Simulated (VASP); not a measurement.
Input of a VASP 6.6.1 run:

The input INCAR:

```
ALGO = Fast
EDIFF = 1E-6
ENCUT = 520
GGA = PS
ISIF = 2
ISMEAR = 0
LASPH = T
LCHARG = F
LREAL = F
LWAVE = F
NBANDS = 14
NELM = 80
PREC = Accurate
SIGMA = 0.15
```

KPOINTS

```
k-points
0
Gamma
  18 18 10
```

POSCAR

```
TiAl
1.0
    2.9045000000      0.0000000000      0.0000000000
   -1.4522500000      2.5153707853      0.0000000000
    0.0000000000      0.0000000000      4.8655000000
Ti Al
1 1
Direct
    0.0000000000      0.0000000000      0.0000000000
    0.3333333333      0.6666666667      0.5000000000
```

Potentials or basis: VASP PAW PBE potentials, release 64 (Ti_sv, Al).

Run with:

```sh
$ cat potpaw_PBE.64/Ti_sv/POTCAR potpaw_PBE.64/Al/POTCAR > POTCAR
$ mpirun -np 1 vasp_std > vasp.out
```

What does it give for the band gap on the k mesh?

Zero (an odd number of electrons rules out a gap without spin polarisation).

Estimate the pressure.

-8.7 GPa.

Stress tensor (GPa, compression positive):
```
 -6.98   0.00   0.00
  0.00  -6.98   0.00
  0.00   0.00 -12.25
```

Caveat: the cell stands under tension; the PAW data sets were made with another functional, which shifts forces and pressure a little.
